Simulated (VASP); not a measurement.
# SnO2 (R-3m) in VASP: further runs

SnO2 is run at these levels: PBE; tasks: single point.

Everything below comes from runs of VASP 6.6.1. Logs are shortened: lines on timing, memory, paths and dates and some standing lists are left out, and cuts for length are marked.

**1. The cell of the first run**

Symmetry: R-3m, No. 166, trigonal system. The conventional cell has a = 3.290 Å, b = 3.290 Å, c = 15.013 Å, α = 90.00°, β = 90.00°, γ = 120.00°. Within 3.0 Å of Sn (site symmetry -3m) lie 6 O at 2.25 Å. O (site symmetry 3m) has 3 Sn at 2.25 Å and 3 O at 3.06 Å within 3.1 Å.

**2. Single point, PBE (atoms shifted along a free coordinate)**

Contents of INCAR:

```
SYSTEM = SnO2
ALGO = Normal ; EDIFF = 1E-6
ENCUT = 520 ; GGA = PE
ISIF = 2 ; ISMEAR = 0
LASPH = .True. ; LCHARG = .False.
LREAL = .False. ; LWAVE = .False.
NBANDS = 20 ; NELM = 100
PREC = Accurate ; SIGMA = 0.05
```

Contents of KPOINTS:

```
k-points
0
Gamma
  12 12 12
  0 0 0
```

Contents of POSCAR:

```
SnO2
1.0
    1.6450283737      0.9497575744      5.0042302243
   -1.6450283737      0.9497575744      5.0042302243
    0.0000000000     -1.8995151487      5.0042302243
Sn O
1 2
Direct
    0.5000000000      0.5000000000      0.5000000000
    0.2464043750      0.2464043750      0.2464043750
    0.7535956250      0.7535956250      0.7535956250
```

Potentials or basis: VASP PAW PBE potentials, release 64 (Sn_d, O).

The run is started by

```sh
> cat potpaw_PBE.64/Sn_d/POTCAR potpaw_PBE.64/O/POTCAR > POTCAR
> mpirun -np 1 vasp_std > vasp.out
```

OUTCAR:

```text
SYSTEM = SnO2
   EDIFF = 1E-6
   ENCUT = 520
   GGA = PE
   ISIF = 2
   ISMEAR = 0
   LASPH = .True.
   LREAL = .False.
   NELM = 100
   PREC = Accurate

 ion  position               nearest neighbor table
   1  0.500  0.500  0.500-   2 2.25   3 2.25   2 2.25   2 2.25   3 2.25   3 2.25
   2  0.246  0.246  0.246-   1 2.25   1 2.25   1 2.25
   3  0.754  0.754  0.754-   1 2.25   1 2.25   1 2.25

  LATTYP: Found a trigonal (rhomboedric) cell.
 ALAT       =     5.3526141219
 COS(alpha) =     0.8110943660

  Lattice vectors:

 A1 = (   1.6450283737,   0.9497575744,   5.0042302243)
 A2 = (  -1.6450283737,   0.9497575744,   5.0042302243)
 A3 = (   0.0000000000,  -1.8995151487,   5.0042302243)

Analysis of symmetry for initial positions (statically):
=====================================================================
 Subroutine PRICEL returns:
 Original cell was already a primitive cell.

 Routine SETGRP: Setting up the symmetry group for a
 trigonal (rhombohedral) supercell.

 Subroutine GETGRP returns: Found 12 space group operations
 (whereof 12 operations were pure point group operations)
 out of a pool of 12 trial point group operations.

The static configuration has the point symmetry D_3d.

Analysis of symmetry for dynamics (positions and initial velocities):
=====================================================================
 Subroutine PRICEL returns:
 Original cell was already a primitive cell.

 Routine SETGRP: Setting up the symmetry group for a
 trigonal (rhombohedral) supercell.

 Subroutine GETGRP returns: Found 12 space group operations
 (whereof 12 operations were pure point group operations)
 out of a pool of 12 trial point group operations.

The dynamic configuration has the point symmetry D_3d.

 Subroutine INISYM returns: Found 12 space group operations
 (whereof 12 operations are pure point group operations),
 and found     1 'primitive' translations

----------------------------------------------------------------------------------------

                                     Primitive cell

  volume of cell :      46.9110

  direct lattice vectors                    reciprocal lattice vectors
     1.645028374  0.949757574  5.004230224     0.303946125  0.175483377  0.066610311
    -1.645028374  0.949757574  5.004230224    -0.303946125  0.175483377  0.066610311
     0.000000000 -1.899515149  5.004230224     0.000000000 -0.350966754  0.066610311

  length of vectors
     5.352614122  5.352614122  5.352614122     0.357231852  0.357231852  0.357231852

  position of ions in fractional coordinates (direct lattice)
     0.500000000  0.500000000  0.500000000
     0.246404375  0.246404375  0.246404375
     0.753595625  0.753595625  0.753595625

  ion indices of the primitive-cell ions
   primitive index   ion index
                 1           1
                 2           2
                 3           3

----------------------------------------------------------------------------------------

 KPOINTS: k-points

Automatic generation of k-mesh.
 Grid dimensions read from file:
 generate k-points for:   12   12   12

 Generating k-lattice:

  Cartesian coordinates                     Fractional coordinates (reciprocal lattice)
     0.025328844  0.014623615  0.005550859     0.083333333  0.000000000  0.000000000
    -0.025328844  0.014623615  0.005550859     0.000000000  0.083333333  0.000000000
     0.000000000 -0.029247230  0.005550859    -0.000000000 -0.000000000  0.083333333

  Length of vectors
     0.029769321  0.029769321  0.029769321

  Shift w.r.t. Gamma in fractional coordinates (k-lattice)
     0.000000000  0.000000000  0.000000000

 Subroutine IBZKPT returns following result:
 ===========================================

 Found    189 irreducible k-points:

 Following reciprocal coordinates:
            Coordinates               Weight
  0.000000  0.000000  0.000000      1.000000
  0.083333  0.000000 -0.000000      6.000000
  0.166667 -0.000000 -0.000000      6.000000
  0.250000 -0.000000  0.000000      6.000000
  0.333333  0.000000 -0.000000      6.000000
  0.416667  0.000000  0.000000      6.000000
[... 16 lines left out ...]
  0.500000  0.166667 -0.000000     12.000000
 -0.416667  0.166667  0.000000     12.000000
 [... further k-points ...]
   k-points           NKPTS =    189   k-points in BZ     NKDIM =    189   number of bands    NBANDS=     20
   number of dos      NEDOS =    301   number of ions     NIONS =      3
   total plane-waves  NPLWV =  64000
   dimension x,y,z NGX =    40 NGY =   40 NGZ =   40
   dimension x,y,z NGXF=    80 NGYF=   80 NGZF=   80
   ions per type =               1   2
   NGX,Y,Z   is equivalent  to a cutoff of  12.42, 12.42, 12.42 a.u.
   NGXF,Y,Z  is equivalent  to a cutoff of  24.85, 24.85, 24.85 a.u.
 SYSTEM =  SnO2
   PREC   = accura    normal or accurate (medium, high low for compatibility)
   ISTART =      0    job   : 0-new  1-cont  2-samecut
   ICHARG =      2    charge: 1-file 2-atom 10-const
   ISPIN  =      1    spin polarized calculation?
   LNONCOLLINEAR =      F non collinear calculations
   LSORBIT =      F    spin-orbit coupling
   LASPH  =      T    aspherical Exc in radial PAW
   ENCUT  =  520.0 eV  38.22 Ry    6.18 a.u.   9.95  9.95  9.95*2*pi/ulx,y,z
   NELM   =    100;   NELMIN=  2; NELMDL= -5     # of ELM steps
   EDIFF  = 0.1E-05   stopping-criterion for ELM
   LREAL  =      F    real-space projection
   EDIFFG = 0.1E-04   stopping-criterion for IOM
   NSW    =      0    number of steps for IOM
   IBRION =     -1    ionic relax: 0-MD 1-quasi-New 2-CG
   NFREE  =      0    steps in history (QN), initial steepest desc. (CG)
   ISIF   =      2    stress and relaxation
   ISYM   =      2    0-nonsym 1-usesym 2-fastsym
   POTIM  = 0.5000    time-step for ionic-motion
   TEBEG  =    0.0;   TEEND  =   0.0 temperature during run
   PSTRESS=    0.0 pullay stress
   NELECT =      26.0000    total number of electrons
   NUPDOWN=      -1.0000    fix difference up-down
   EMIN   =  10.00;   EMAX   =-10.00  energy-range for DOS
   EFERMI =   0.00;   METHOD = LEGACY
   ISMEAR =     0;   SIGMA  =   0.05  broadening in eV -4-tet -1-fermi 0-gaus
   EFERMI_NEDOS =   21; number of points for ismear=-14 and -15
   IALGO  =     38    algorithm
   IMIX   =      4    mixing-type and parameters
     AMIX     =   0.40;   BMIX     =  1.00
     AMIX_MAG =   1.60;   BMIX_MAG =  1.00
  volume/ion in A,a.u.               =      15.64       105.52
  Fermi-wavevector in a.u.,A,eV,Ry     =   1.344748  2.541206 24.604073  1.808348
  Thomas-Fermi vector in A             =   2.472717
   LORBIT       =      0    0 simple, 1 ext, 2 COOP (PROOUT), +10 PAW based schemes
   GGA     = PE    functional components
   LHFCALC =     F    Hartree Fock is set to
   AEXX    =    0.0000 exact exchange contribution
   IVDW    =     0    specifies the selected vdW correction
   LEPSILON=     F    determine dielectric tensor
   LRPA    =     F    only Hartree local field effects (RPA)
 non-spin polarized calculation
 Gauss-broadening in eV      SIGMA  =   0.05
  energy-cutoff  :      520.00
  volume of cell :       46.91
 maximum number of plane-waves:      1282
   NGX = 19   NGY = 19   NGZ = 19

 number of electron      26.0000002 magnetization

 Free energy of the ion-electron system (eV)
  ---------------------------------------------------
  ext. energy  EPLUGINS =         0.00000000
  ---------------------------------------------------
  free energy    TOTEN  =       -17.67232640 eV

  energy without entropy =      -17.67232640  energy(sigma->0) =      -17.67232640

 E-fermi :   2.8791     XC(G=0):  -9.7634

 val. band max:        2.5621230910   @ k =   0.0000   0.0000   0.0000
 cond. band min:       3.8979667955   @ k =   0.0000   0.0000   0.0000
 fundamental gap:      1.3358437045
 Fermi energy:         2.8791241661

 k-point     1 :       0.0000    0.0000    0.0000
  band No.  band energies     occupation
      1     -17.4958      2.00000
      2     -17.4676      2.00000
      3     -17.4676      2.00000
      4     -17.3385      2.00000
      5     -17.3385      2.00000
      6     -14.6685      2.00000
[... 12 lines left out ...]
     19      18.7982      0.00000
     20      18.7982      0.00000

 k-point     2 :       0.0833    0.0000   -0.0000
  band No.  band energies     occupation
      1     -17.4944      2.00000
      2     -17.4784      2.00000
      3     -17.4551      2.00000
      4     -17.3557      2.00000
      5     -17.3404      2.00000
      6     -14.6170      2.00000
[... 12 lines left out ...]
     19      17.3685      0.00000
     20      18.9087      0.00000

 k-point     3 :       0.1667   -0.0000   -0.0000
  band No.  band energies     occupation
      1     -17.5622      2.00000
      2     -17.4501      2.00000
      3     -17.4213      2.00000
      4     -17.3858      2.00000
      5     -17.3449      2.00000
      6     -14.4639      2.00000
[... 12 lines left out ...]
     19      16.0562      0.00000
     20      19.2723      0.00000

 k-point     4 :       0.2500   -0.0000    0.0000
  band No.  band energies     occupation
      1     -17.6682      2.00000
      2     -17.4330      2.00000
      3     -17.3867      2.00000
      4     -17.3825      2.00000
      5     -17.3433      2.00000
      6     -14.2243      2.00000
[... 12 lines left out ...]
     19      15.0305      0.00000
     20      19.0676      0.00000

 k-point     5 :       0.3333    0.0000   -0.0000
  band No.  band energies     occupation
      1     -17.7731      2.00000
      2     -17.4485      2.00000
      3     -17.3737      2.00000
      4     -17.3510      2.00000
      5     -17.3110      2.00000
      6     -13.9419      2.00000
[... 12 lines left out ...]
     19      14.7170      0.00000
     20      17.8579      0.00000
[... 353 lines left out ...]
      6     -14.0622      2.00000
[... 12 lines left out ...]
     19      15.6008      0.00000
     20      17.7482      0.00000

 k-point    22 :       0.4167    0.1667   -0.0000
  band No.  band energies     occupation
      1     -17.7403      2.00000
      2     -17.4584      2.00000
      3     -17.4202      2.00000
      4     -17.3724      2.00000
      5     -17.2982      2.00000
      6     -13.7656      2.00000
[... 12 lines left out ...]
     19      15.8748      0.00000
     20      16.9137      0.00000

 k-point    23 :       0.5000    0.1667   -0.0000
  band No.  band energies     occupation
      1     -17.7873      2.00000
      2     -17.4628      2.00000
      3     -17.4314      2.00000
      4     -17.3451      2.00000
      5     -17.2952      2.00000
      6     -13.4980      2.00000
[... 12 lines left out ...]
     19      15.9164      0.00000
     20      16.6622      0.00000

 k-point    24 :      -0.4167    0.1667    0.0000
  band No.  band energies     occupation
      1     -17.8043      2.00000
      2     -17.4647      2.00000
      3     -17.4368      2.00000
      4     -17.3179      2.00000
      5     -17.3095      2.00000
      6     -13.3907      2.00000
[... 12 lines left out ...]
     19      15.4552      0.00000
     20      16.9217      0.00000

 [... further k-points ...]

------------------------ aborting loop because EDIFF is reached ----------------------------------------

  FORCE on cell =-STRESS in cart. coord.  units (eV):
  Direction    XX          YY          ZZ          XY          YZ          ZX
  --------------------------------------------------------------------------------------
  -------------------------------------------------------------------------------------
  Total       -3.7813388     -3.7813388     -5.3921919      0.0000000     -0.0000000      0.0000000
  in kB     -129.1461567   -129.1461567   -184.1625112      0.0000000     -0.0000000      0.0000000
  external PRESSURE =    -147.4849415 kB  Pullay stress =       0.0000000 kB

 VOLUME and BASIS-vectors are now :
 -----------------------------------------------------------------------------
  energy-cutoff  :      520.00
  volume of cell :       46.91
      direct lattice vectors                 reciprocal lattice vectors
     1.645028374  0.949757574  5.004230224     0.303946125  0.175483377  0.066610311
    -1.645028374  0.949757574  5.004230224    -0.303946125  0.175483377  0.066610311
     0.000000000 -1.899515149  5.004230224     0.000000000 -0.350966754  0.066610311

 POSITION                                       TOTAL-FORCE (eV/Angst)
 -----------------------------------------------------------------------------------
      0.00000      0.00000      7.50635        -0.000000     -0.000000     -0.000000
      0.00000      0.00000      3.69919         0.000000     -0.000000     -2.308331
      0.00000      0.00000     11.31350         0.000000      0.000000      2.308331
 -----------------------------------------------------------------------------------
    total drift:                                0.000000      0.000000      0.000000

  FREE ENERGIE OF THE ION-ELECTRON SYSTEM (eV)
  ---------------------------------------------------
  free  energy   TOTEN  =       -17.6723264012 eV

  energy  without entropy=      -17.6723264012  energy(sigma->0) =      -17.67232640
```

Run time: 1.8 min. Hardware: 1 thread of Intel Xeon 6975P-C (Granite Rapids), shared host; peak memory 0.34 GiB.

What came out:

| Property | Result |
| --- | --- |
| Free energy | -17.6723 eV |
| Pressure | -14.7 GPa |
| Largest force | 2.308 eV/Å |
| Band gap on the k mesh | 1.34 eV |

Forces on the atoms (eV/Å):
```
Sn   0.000  0.000  0.000
O    0.000  0.000 -2.308
O    0.000  0.000  2.308
```

Levels at points of the mesh, in eV from the valence-band top:
| k point | band 9 | band 10 | band 11 | band 12 | band 13 | band 14 | band 15 | band 16 | band 17 | band 18 |
| --- | --- | --- | --- | --- | --- | --- | --- | --- | --- | --- |
| (0.00, 0.00, 0.00) | -0.84 | -0.84 | -0.61 | -0.61 | 0.00 | 1.34 | 5.22 | 10.27 | 10.27 | 11.58 |
| (0.50, 0.00, 0.00) | -3.66 | -2.07 | -1.65 | -0.64 | -0.59 | 3.95 | 6.45 | 9.31 | 10.46 | 11.06 |
| (0.50, 0.50, 0.00) | -3.91 | -2.20 | -1.26 | -0.41 | -0.05 | 3.64 | 5.77 | 9.50 | 10.38 | 10.65 |
| (0.50, 0.50, 0.50) | -1.09 | -0.92 | -0.92 | -0.53 | -0.53 | 2.63 | 5.01 | 10.40 | 10.40 | 12.70 |

Caveat: the cell differs from its parent crystal (atoms shifted along a free coordinate); the cell stands under tension; spin-orbit coupling is left out, which moves the levels of the heavy elements; forces of over 1 eV/Å act on the atoms, so gaps and moduli don't describe the material at rest. A k mesh can miss the band edges.

**3. Single point, PBE (atoms shifted along a free coordinate)**

Contents of INCAR:

```
SYSTEM = SnO2
PREC = Accurate
ENCUT = 520
EDIFF = 1E-7
ISMEAR = 0
SIGMA = 0.05
LREAL = .FALSE.
LASPH = .TRUE.
NELM = 80
ALGO = Normal
ISIF = 2
LWAVE = .FALSE.
LCHARG = .FALSE.
GGA = PE
NBANDS = 20
```

Contents of KPOINTS:

```
regular mesh
0
G
  12 12 12
  0 0 0
```

Contents of POSCAR:

```
SnO2
1.0
    1.6450283737      0.9497575744      5.0042302243
   -1.6450283737      0.9497575744      5.0042302243
    0.0000000000     -1.8995151487      5.0042302243
Sn O
1 2
Direct
    0.5000000000      0.5000000000      0.5000000000
    0.2233609734      0.2233609734      0.2233609734
    0.7766390266      0.7766390266      0.7766390266
```

Potentials or basis: VASP PAW PBE potentials, release 64 (Sn_d, O).

The run is started by

```sh
> cat potpaw_PBE.64/Sn_d/POTCAR potpaw_PBE.64/O/POTCAR > POTCAR
> mpirun -np 1 vasp_std > vasp.out
```

Wall time 1.8 min (1 thread of Intel Xeon 6975P-C (Granite Rapids), shared host); peak memory 0.34 GiB.

The run converged. Its results:

- Free energy: -17.9414 eV
- Pressure: 6.9 GPa
- Largest force: 1.790 eV/Å
- Band gap on the k mesh: 1.89 eV (least direct gap 2.57 eV)

Forces on the atoms (eV/Å):
```
Sn   0.000  0.000  0.000
O    0.000  0.000  1.790
O    0.000  0.000 -1.790
```

Stress tensor (GPa, compression positive):
```
5.54 0.00 0.00
0.00 5.54 0.00
0.00 0.00 9.74
```

Levels at points of the mesh, in eV from the valence-band top:
| k point | band 11 | band 12 | band 13 | band 14 | band 15 | band 16 |
| --- | --- | --- | --- | --- | --- | --- |
| (0.00, 0.00, 0.00) | -1.27 | -1.27 | -0.68 | 1.89 | 6.03 | 9.99 |
| (0.50, 0.00, 0.00) | -1.00 | -0.46 | -0.45 | 5.67 | 7.71 | 9.35 |
| (0.50, 0.50, 0.00) | -0.83 | -0.40 | -0.19 | 5.56 | 6.92 | 10.25 |
| (0.50, 0.50, 0.50) | -1.37 | -1.25 | -1.25 | 2.79 | 5.73 | 10.44 |

Caveat: the cell differs from its parent crystal (atoms shifted along a free coordinate); the cell stands under pressure; spin-orbit coupling is left out, which moves the levels of the heavy elements; forces of over 1 eV/Å act on the atoms, so gaps and moduli don't describe the material at rest. A k mesh can miss the band edges.

**4. Single point, PBE (atoms shifted along a free coordinate)**

Contents of INCAR:

```
PREC = Accurate
ENCUT = 520
EDIFF = 1E-6
ISMEAR = 0
SIGMA = 0.05
LREAL = False
LASPH = True
NELM = 80
ALGO = Normal
ISIF = 2
LWAVE = False
LCHARG = True
GGA = PE
LELF = True
LVHAR = True
NBANDS = 20
```

Contents of KPOINTS:

```
regular mesh
0
Gamma
  12 12 12
```

Contents of POSCAR:

```
SnO2
1.0
    1.6587648191      0.9576883149      5.0460169415
   -1.6587648191      0.9576883149      5.0460169415
    0.0000000000     -1.9153766297      5.0460169415
Sn O
1 2
Direct
    0.5000000000      0.5000000000      0.5000000000
    0.2521652253      0.2521652253      0.2521652253
    0.7478347747      0.7478347747      0.7478347747
```

The run is started by

```sh
> cat potpaw_PBE.64/Sn_d/POTCAR potpaw_PBE.64/O/POTCAR > POTCAR
> mpirun -np 1 vasp_std > vasp.out
```

It took 1.9 min on 1 thread of Intel Xeon 6975P-C (Granite Rapids), shared host; peak memory 0.34 GiB.

Results (log left out):

- Free energy: -17.0686 eV
- Pressure: -19.2 GPa
- Largest force: 3.163 eV/Å
- Band gap on the k mesh: 1.08 eV (least direct gap 1.09 eV)

Forces on the atoms (eV/Å):
```
Sn   0.000  0.000  0.000
O    0.000  0.000 -3.163
O    0.000  0.000  3.163
```

Stress tensor (GPa, compression positive):
```
-15.67   0.00   0.00
  0.00 -15.67   0.00
  0.00   0.00 -26.32
```

Levels at points of the mesh, in eV from the valence-band top:
| k point | band 11 | band 12 | band 13 | band 14 | band 15 | band 16 |
| --- | --- | --- | --- | --- | --- | --- |
| (0.00, 0.00, 0.00) | -0.45 | -0.45 | -0.01 | 1.08 | 5.15 | 9.92 |
| (0.50, 0.00, 0.00) | -1.63 | -0.73 | -0.54 | 3.36 | 5.79 | 8.82 |
| (0.50, 0.50, 0.00) | -1.23 | -0.30 | -0.03 | 2.97 | 5.09 | 8.99 |
| (0.50, 0.50, 0.50) | -0.70 | -0.34 | -0.34 | 2.49 | 4.81 | 10.05 |

Caveat: the cell differs from its parent crystal (atoms shifted along a free coordinate); the cell stands under tension; spin-orbit coupling is left out, which moves the levels of the heavy elements; forces of over 1 eV/Å act on the atoms, so gaps and moduli don't describe the material at rest. A k mesh can miss the band edges.

(Part 1 of 2 ends here.)
